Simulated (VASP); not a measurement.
# CdSe4 (I4/mmm) in VASP: notebook

The runs below take CdSe4 through single point, relaxation of cell and atoms, with PBE.

Everything below comes from runs of VASP 6.6.1. Logs are shortened: lines on timing, memory, paths and dates and some standing lists are left out, and cuts for length are marked.

### 1 The cell of the first run

Symmetry: I4/mmm, No. 139, tetragonal system. Conventional cell: a = 5.400 Å, b = 5.400 Å, c = 8.375 Å, α = 90.00°, β = 90.00°, γ = 90.00°. Within 3.6 Å of Cd (site symmetry 4/mmm) lie 6 Se at 2.70 to 2.89 Å. Within 3.4 Å of Se (site symmetry 4mm) lie 5 Se at 2.59 to 2.99 Å and 1 Cd at 2.89 Å. Within 3.6 Å of Se (site symmetry mmm) lie 2 Cd at 2.70 Å and 4 Se at 2.99 Å.

### 2 Single point, PBE

INCAR reads:

```
SYSTEM = CdSe4
PREC = Accurate
ENCUT = 500
EDIFF = 1E-6
ISMEAR = 0
SIGMA = 0.2
LREAL = .FALSE.
LASPH = .TRUE.
NELM = 120
ALGO = Normal
ISIF = 2
LWAVE = .FALSE.
LCHARG = .FALSE.
GGA = PE
NBANDS = 26
GGA_COMPAT = .FALSE.
```

KPOINTS reads:

```
Automatic mesh
0
G
  4 4 4
  0 0 0
```

POSCAR reads:

```
CdSe4
1.0
   -2.7000416680      2.7000416680      4.1873178437
    2.7000416680     -2.7000416680      4.1873178437
    2.7000416680      2.7000416680     -4.1873178437
Cd Se
1 4
Direct
    0.0000000000      0.0000000000      0.0000000000
    0.3453283951      0.3453283951      0.0000000000
    0.6546716049      0.6546716049      0.0000000000
    0.5000000000      0.0000000000      0.5000000000
    0.0000000000      0.5000000000      0.5000000000
```

Potentials or basis: VASP PAW PBE potentials, release 64 (Cd, Se).

Started as:

```bash
cat potpaw_PBE.64/Cd/POTCAR potpaw_PBE.64/Se/POTCAR > POTCAR
mpirun -np 1 vasp_std > vasp.out
```

OUTCAR:

```text
SYSTEM = CdSe4
   PREC = Accurate
   ENCUT = 500
   EDIFF = 1E-6
   ISMEAR = 0
   LREAL = .FALSE.
   LASPH = .TRUE.
   NELM = 120
   ISIF = 2
   GGA = PE

 ion  position               nearest neighbor table
   1  0.000  0.000  0.000-   4 2.70   5 2.70   5 2.70   4 2.70   2 2.89   3 2.89
   2  0.345  0.345  0.000-   3 2.59   1 2.89
   3  0.655  0.655  0.000-   2 2.59   1 2.89
   4  0.500  0.000  0.500-   1 2.70   1 2.70
   5  0.000  0.500  0.500-   1 2.70   1 2.70

  LATTYP: Found a body centered tetragonal cell.
 ALAT       =     5.4000833360
 C/A-ratio  =     1.5508345272

  Lattice vectors:

 A1 = (  -2.7000416680,   2.7000416680,   4.1873178437)
 A2 = (   2.7000416680,  -2.7000416680,   4.1873178437)
 A3 = (   2.7000416680,   2.7000416680,  -4.1873178437)

Analysis of symmetry for initial positions (statically):
=====================================================================
 Subroutine PRICEL returns:
 Original cell was already a primitive cell.

 Routine SETGRP: Setting up the symmetry group for a
 body centered tetragonal supercell.

 Subroutine GETGRP returns: Found 16 space group operations
 (whereof 16 operations were pure point group operations)
 out of a pool of 16 trial point group operations.

The static configuration has the point symmetry D_4h.

Analysis of symmetry for dynamics (positions and initial velocities):
=====================================================================
 Subroutine PRICEL returns:
 Original cell was already a primitive cell.

 Routine SETGRP: Setting up the symmetry group for a
 body centered tetragonal supercell.

 Subroutine GETGRP returns: Found 16 space group operations
 (whereof 16 operations were pure point group operations)
 out of a pool of 16 trial point group operations.

The dynamic configuration has the point symmetry D_4h.

 Subroutine INISYM returns: Found 16 space group operations
 (whereof 16 operations are pure point group operations),
 and found     1 'primitive' translations

----------------------------------------------------------------------------------------

                                     Primitive cell

  volume of cell :     122.1060

  direct lattice vectors                    reciprocal lattice vectors
    -2.700041668  2.700041668  4.187317844     0.000000000  0.185182327  0.119408179
     2.700041668 -2.700041668  4.187317844     0.185182327  0.000000000  0.119408179
     2.700041668  2.700041668 -4.187317844     0.185182327  0.185182327  0.000000000

  length of vectors
     5.666928687  5.666928687  5.666928687     0.220342478  0.220342478  0.261887359

  position of ions in fractional coordinates (direct lattice)
     0.000000000  0.000000000  0.000000000
     0.345328395  0.345328395  0.000000000
     0.654671605  0.654671605  0.000000000
     0.500000000  0.000000000  0.500000000
     0.000000000  0.500000000  0.500000000

  ion indices of the primitive-cell ions
   primitive index   ion index
                 1           1
                 2           2
                 3           3
                 4           4
                 5           5

----------------------------------------------------------------------------------------

 KPOINTS: Automatic mesh

Automatic generation of k-mesh.
 Grid dimensions read from file:
 generate k-points for:    4    4    4

 Generating k-lattice:

  Cartesian coordinates                     Fractional coordinates (reciprocal lattice)
     0.000000000  0.046295582  0.029852045     0.250000000  0.000000000  0.000000000
     0.046295582  0.000000000  0.029852045     0.000000000  0.250000000  0.000000000
     0.046295582  0.046295582  0.000000000     0.000000000  0.000000000  0.250000000

  Length of vectors
     0.055085620  0.055085620  0.065471840

  Shift w.r.t. Gamma in fractional coordinates (k-lattice)
     0.000000000  0.000000000  0.000000000

 Subroutine IBZKPT returns following result:
 ===========================================

 Found     13 irreducible k-points:

 Following reciprocal coordinates:
            Coordinates               Weight
  0.000000  0.000000  0.000000      1.000000
  0.250000  0.000000 -0.000000      8.000000
  0.500000  0.000000 -0.000000      4.000000
  0.250000  0.250000 -0.000000      8.000000
  0.500000  0.250000 -0.000000     16.000000
 -0.250000  0.250000  0.000000      4.000000
  0.500000  0.500000 -0.000000      2.000000
  0.250000  0.250000  0.250000      2.000000
 -0.250000  0.250000  0.250000      4.000000
  0.500000  0.500000  0.250000      4.000000
 -0.250000  0.500000  0.250000      8.000000
 -0.250000 -0.250000  0.250000      2.000000
  0.500000  0.500000  0.500000      1.000000
   k-points           NKPTS =     13   k-points in BZ     NKDIM =     13   number of bands    NBANDS=     26
   number of dos      NEDOS =    301   number of ions     NIONS =      5
   total plane-waves  NPLWV =  74088
   dimension x,y,z NGX =    42 NGY =   42 NGZ =   42
   dimension x,y,z NGXF=    84 NGYF=   84 NGZF=   84
   ions per type =               1   4
   NGX,Y,Z   is equivalent  to a cutoff of  12.32, 12.32, 12.32 a.u.
   NGXF,Y,Z  is equivalent  to a cutoff of  24.64, 24.64, 24.64 a.u.
 SYSTEM =  CdSe4
   PREC   = accura    normal or accurate (medium, high low for compatibility)
   ISTART =      0    job   : 0-new  1-cont  2-samecut
   ICHARG =      2    charge: 1-file 2-atom 10-const
   ISPIN  =      1    spin polarized calculation?
   LNONCOLLINEAR =      F non collinear calculations
   LSORBIT =      F    spin-orbit coupling
   LASPH  =      T    aspherical Exc in radial PAW
   ENCUT  =  500.0 eV  36.75 Ry    6.06 a.u.  10.33 10.33 10.33*2*pi/ulx,y,z
   NELM   =    120;   NELMIN=  2; NELMDL= -5     # of ELM steps
   EDIFF  = 0.1E-05   stopping-criterion for ELM
   LREAL  =      F    real-space projection
   EDIFFG = 0.1E-04   stopping-criterion for IOM
   NSW    =      0    number of steps for IOM
   IBRION =     -1    ionic relax: 0-MD 1-quasi-New 2-CG
   NFREE  =      0    steps in history (QN), initial steepest desc. (CG)
   ISIF   =      2    stress and relaxation
   ISYM   =      2    0-nonsym 1-usesym 2-fastsym
   POTIM  = 0.5000    time-step for ionic-motion
   TEBEG  =    0.0;   TEEND  =   0.0 temperature during run
   PSTRESS=    0.0 pullay stress
   NELECT =      36.0000    total number of electrons
   NUPDOWN=      -1.0000    fix difference up-down
   EMIN   =  10.00;   EMAX   =-10.00  energy-range for DOS
   EFERMI =   0.00;   METHOD = LEGACY
   ISMEAR =     0;   SIGMA  =   0.20  broadening in eV -4-tet -1-fermi 0-gaus
   EFERMI_NEDOS =   21; number of points for ismear=-14 and -15
   IALGO  =     38    algorithm
   IMIX   =      4    mixing-type and parameters
     AMIX     =   0.40;   BMIX     =  1.00
     AMIX_MAG =   1.60;   BMIX_MAG =  1.00
  volume/ion in A,a.u.               =      24.42       164.80
  Fermi-wavevector in a.u.,A,eV,Ry     =   1.089591  2.059028 16.152943  1.187208
  Thomas-Fermi vector in A             =   2.225797
   LORBIT       =      0    0 simple, 1 ext, 2 COOP (PROOUT), +10 PAW based schemes
   GGA     = PE    functional components
   LHFCALC =     F    Hartree Fock is set to
   AEXX    =    0.0000 exact exchange contribution
   IVDW    =     0    specifies the selected vdW correction
   LEPSILON=     F    determine dielectric tensor
   LRPA    =     F    only Hartree local field effects (RPA)
 non-spin polarized calculation
 Gauss-broadening in eV      SIGMA  =   0.20
  energy-cutoff  :      500.00
  volume of cell :      122.11
 maximum number of plane-waves:      3134
 NGX is ok and might be reduce to    42
   NGX = 21   NGY = 21   NGZ = 21

 number of electron      35.9999995 magnetization

 Free energy of the ion-electron system (eV)
  ---------------------------------------------------
  ext. energy  EPLUGINS =         0.00000000
  ---------------------------------------------------
  free energy    TOTEN  =       -13.53813268 eV

  energy without entropy =      -13.45333335  energy(sigma->0) =      -13.49573301

 E-fermi :   3.3150     XC(G=0):  -9.6551

 val. band max:        3.1886124295   @ k =   0.5000   0.5000   0.5000
 cond. band min:       3.3413439545   @ k =   0.2500   0.2500  -0.0000
 fundamental gap:      0.1527315250
 Fermi energy:         3.3150192473

 k-point     1 :       0.0000    0.0000    0.0000
  band No.  band energies     occupation
      1     -11.8359      2.00000
      2      -9.4794      2.00000
      3      -8.6882      2.00000
      4      -8.6862      2.00000
      5      -5.2184      2.00000
      6      -5.2178      2.00000
[... 18 lines left out ...]
     25      11.8741      0.00000
     26      11.8749      0.00000

 k-point     2 :       0.2500    0.0000   -0.0000
  band No.  band energies     occupation
      1     -11.6000      2.00000
      2      -9.6097      2.00000
      3      -8.8700      2.00000
      4      -8.7871      2.00000
      5      -5.2599      2.00000
      6      -5.2495      2.00000
[... 18 lines left out ...]
     25      10.2782      0.00000
     26      10.8090      0.00000

 k-point     3 :       0.5000    0.0000   -0.0000
  band No.  band energies     occupation
      1     -11.2510      2.00000
      2      -9.9708      2.00000
      3      -8.9243      2.00000
      4      -8.8791      2.00000
      5      -5.5747      2.00000
      6      -5.2800      2.00000
[... 18 lines left out ...]
     25       9.9761      0.00000
     26      10.0473      0.00000

 k-point     4 :       0.2500    0.2500   -0.0000
  band No.  band energies     occupation
      1     -11.3133      2.00000
      2      -9.6302      2.00000
      3      -9.2244      2.00000
      4      -8.9019      2.00000
      5      -5.3303      2.00000
      6      -5.2543      2.00000
[... 18 lines left out ...]
     25      10.2153      0.00000
     26      10.8049      0.00000

 k-point     5 :       0.5000    0.2500   -0.0000
  band No.  band energies     occupation
      1     -11.0832      2.00000
      2      -9.8394      2.00000
      3      -9.2707      2.00000
      4      -8.8923      2.00000
      5      -5.5966      2.00000
      6      -5.3297      2.00000
[... 18 lines left out ...]
     25       9.4758      0.00000
     26      10.3964      0.00000

 k-point     6 :      -0.2500    0.2500    0.0000
  band No.  band energies     occupation
      1     -11.4588      2.00000
      2      -9.5590      2.00000
      3      -9.1181      2.00000
      4      -8.7664      2.00000
      5      -5.3577      2.00000
      6      -5.3155      2.00000
[... 18 lines left out ...]
     25       9.9235      0.00000
     26      10.5451      0.00000

 k-point     7 :       0.5000    0.5000   -0.0000
  band No.  band energies     occupation
      1     -10.8223      2.00000
      2      -9.8029      2.00000
      3      -9.6348      2.00000
      4      -8.8402      2.00000
      5      -5.6680      2.00000
      6      -5.5413      2.00000
[... 18 lines left out ...]
     25       8.7448      0.00000
     26       8.7719      0.00000

 k-point     8 :       0.2500    0.2500    0.2500
  band No.  band energies     occupation
      1     -10.7962      2.00000
      2      -9.7211      2.00000
      3      -9.7211      2.00000
      4      -8.9321      2.00000
      5      -5.6680      2.00000
      6      -5.4368      2.00000
[... 18 lines left out ...]
     25       9.4035      0.00000
     26       9.9168      0.00000

 k-point     9 :      -0.2500    0.2500    0.2500
  band No.  band energies     occupation
      1     -11.2766      2.00000
      2      -9.9253      2.00000
      3      -8.8975      2.00000
      4      -8.8806      2.00000
      5      -5.5928      2.00000
      6      -5.2757      2.00000
[... 18 lines left out ...]
     25      10.2048      0.00000
     26      10.2085      0.00000

 k-point    10 :       0.5000    0.5000    0.2500
  band No.  band energies     occupation
      1     -11.1787      2.00000
      2      -9.6984      2.00000
      3      -9.2730      2.00000
      4      -8.9864      2.00000
      5      -5.4120      2.00000
      6      -5.3370      2.00000
[... 18 lines left out ...]
     25       9.5790      0.00000
     26      10.8521      0.00000

 k-point    11 :      -0.2500    0.5000    0.2500
  band No.  band energies     occupation
      1     -11.3679      2.00000
      2      -9.7128      2.00000
      3      -9.0815      2.00000
      4      -8.9163      2.00000
      5      -5.3370      2.00000
      6      -5.2478      2.00000
[... 18 lines left out ...]
     25       9.9715      0.00000
     26      10.1919      0.00000

 k-point    12 :      -0.2500   -0.2500    0.2500
  band No.  band energies     occupation
      1     -11.6513      2.00000
      2      -9.5344      2.00000
      3      -8.9937      2.00000
      4      -8.7491      2.00000
      5      -5.2160      2.00000
      6      -5.2076      2.00000
[... 18 lines left out ...]
     25      11.0080      0.00000
     26      11.0084      0.00000

 k-point    13 :       0.5000    0.5000    0.5000
  band No.  band energies     occupation
      1     -11.4508      2.00000
      2      -9.5878      2.00000
      3      -9.1193      2.00000
      4      -8.9318      2.00000
      5      -5.3089      2.00000
      6      -5.2137      2.00000
[... 18 lines left out ...]
     25      10.8850      0.00000
     26      11.2295      0.00000

------------------------ aborting loop because EDIFF is reached ----------------------------------------

  FORCE on cell =-STRESS in cart. coord.  units (eV):
  Direction    XX          YY          ZZ          XY          YZ          ZX
  --------------------------------------------------------------------------------------
  -------------------------------------------------------------------------------------
  Total        0.0859777      0.0859777     -0.0227734      0.0000000      0.0000000      0.0000000
  in kB        1.1281312      1.1281312     -0.2988150      0.0000000      0.0000000      0.0000000
  external PRESSURE =       0.6524825 kB  Pullay stress =       0.0000000 kB

 VOLUME and BASIS-vectors are now :
 -----------------------------------------------------------------------------
  energy-cutoff  :      500.00
  volume of cell :      122.11
      direct lattice vectors                 reciprocal lattice vectors
    -2.700041668  2.700041668  4.187317844     0.000000000  0.185182327  0.119408179
     2.700041668 -2.700041668  4.187317844     0.185182327  0.000000000  0.119408179
     2.700041668  2.700041668 -4.187317844     0.185182327  0.185182327  0.000000000

 POSITION                                       TOTAL-FORCE (eV/Angst)
 -----------------------------------------------------------------------------------
      0.00000      0.00000      0.00000        -0.000000     -0.000000     -0.000000
      0.00000      0.00000      2.89200        -0.000000     -0.000000      0.025162
      0.00000      0.00000      5.48264         0.000000      0.000000     -0.025162
      0.00000      2.70004      0.00000        -0.000000     -0.000000     -0.000000
      2.70004      0.00000      0.00000        -0.000000     -0.000000     -0.000000
 -----------------------------------------------------------------------------------
    total drift:                               -0.000000      0.000000      0.000000

  FREE ENERGIE OF THE ION-ELECTRON SYSTEM (eV)
  ---------------------------------------------------
  free  energy   TOTEN  =       -13.5381326782 eV

  energy  without entropy=      -13.4533333460  energy(sigma->0) =      -13.49573301
```

Wall time 36 s (1 thread of AMD EPYC 7R13 (Zen 3), shared host); peak memory 0.23 GiB.

What came out:

* Free energy: -13.5381 eV
* Pressure: 0.1 GPa
* Largest force: 0.025 eV/Å
* Band gap on the k mesh: zero (bands 18 and 19 overlap by 1.28 eV)

Forces on the atoms (eV/Å):
```
Cd   0.000  0.000  0.000
Se   0.000  0.000  0.025
Se   0.000  0.000 -0.025
Se   0.000  0.000  0.000
Se   0.000  0.000  0.000
```

### 3 Relaxation of cell and atoms, PBE

This run uses another cell than the first one, of 27.38 Å³/atom.

INCAR reads:

```
PREC = Accurate
ENCUT = 600
EDIFF = 1E-7
ISMEAR = 0
SIGMA = 0.1
LREAL = False
LASPH = True
NELM = 100
ALGO = Fast
ISIF = 3
LWAVE = False
LCHARG = False
GGA = PE
IBRION = 2
NSW = 100
EDIFFG = -0.01
```

KPOINTS reads:

```
regular mesh
0
Gamma
  8 8 8
```

POSCAR reads:

```
CdSe4
1.0
   -2.7725044691      2.7725044691      4.4529152823
    2.7725044691     -2.7725044691      4.4529152823
    2.7725044691      2.7725044691     -4.4529152823
Cd Se
1 4
Direct
    0.5000000000      0.5000000000      0.0000000000
    0.0000000000      0.0000000000      0.5000000000
    0.5000000000      0.5000000000      0.5000000000
    0.0000000000      0.5000000000      0.0000000000
    0.5000000000      0.0000000000      0.0000000000
```

Potentials or basis: VASP PAW PBE potentials, release 64 (Cd, Se).

Started as:

```bash
cat potpaw_PBE.64/Cd/POTCAR potpaw_PBE.64/Se/POTCAR > POTCAR
mpirun -np 1 vasp_std > vasp.out
```

Run time: 26 min. Hardware: 1 thread of Oxide Virtual Turin-like, shared host; peak memory 0.44 GiB.

The run converged. Its results:

```
Free energy                           : -14.4730 eV
Relaxed volume                        : 27.41 Å³/atom
Relaxed cell                          : a = 5.915 Å, b = 5.915 Å, c = 5.915 Å, α = 123.79°, β = 123.79°, γ = 83.56°
Space group after relaxing (to 0.1 Å) : I4/mmm (No. 139)
Energy gained by relaxing             : 0.8 meV/atom
Ionic steps                           : 5
Pressure after relaxing               : 0.0 GPa
Band gap on the k mesh                : zero (bands 18 and 19 overlap by 4.14 eV)
```

Step by step:
```csv
step,energy change (eV),largest force (eV/Å),pressure (GPa),volume (Å³)
1,0.0000,0.0000,0.35,136.91
2,-0.0030,0.0000,-0.27,138.11
3,-0.0031,0.0000,-0.18,137.95
4,-0.0039,0.0000,-0.09,137.52
5,-0.0042,0.0000,0.01,137.04
```

Final structure:
```
Cd Se
1.0
    -2.78690    2.78690    4.41122
     2.78690   -2.78690    4.41122
     2.78690    2.78690   -4.41122
Cd Se
1 4
Cartesian
  0.0000 0.0000 4.4112
  1.3935 1.3935 -2.2056
  1.3935 1.3935 2.2056
  1.3935 -1.3935 2.2056
  -1.3935 1.3935 2.2056
```

Levels at points of the mesh, in eV from the Fermi level:
```tsv
k point	band 15	band 16	band 17	band 18	band 19	band 20	band 21	band 22
(0.00, 0.00, 0.00)	-2.42	-2.42	-1.51	0.53	2.62	2.62	3.73	4.11
(0.50, 0.00, 0.00)	-2.29	-1.42	-0.65	-0.42	-0.41	1.90	3.32	3.37
(0.50, 0.50, 0.00)	-1.65	-1.65	-1.55	-1.43	-1.31	-1.31	-1.31	2.24
(0.50, 0.50, 0.50)	-0.97	-0.97	0.13	2.74	2.74	3.12	3.67	4.08
```

The gap in the log of VASP goes by the Fermi energy; the results here count the filled bands.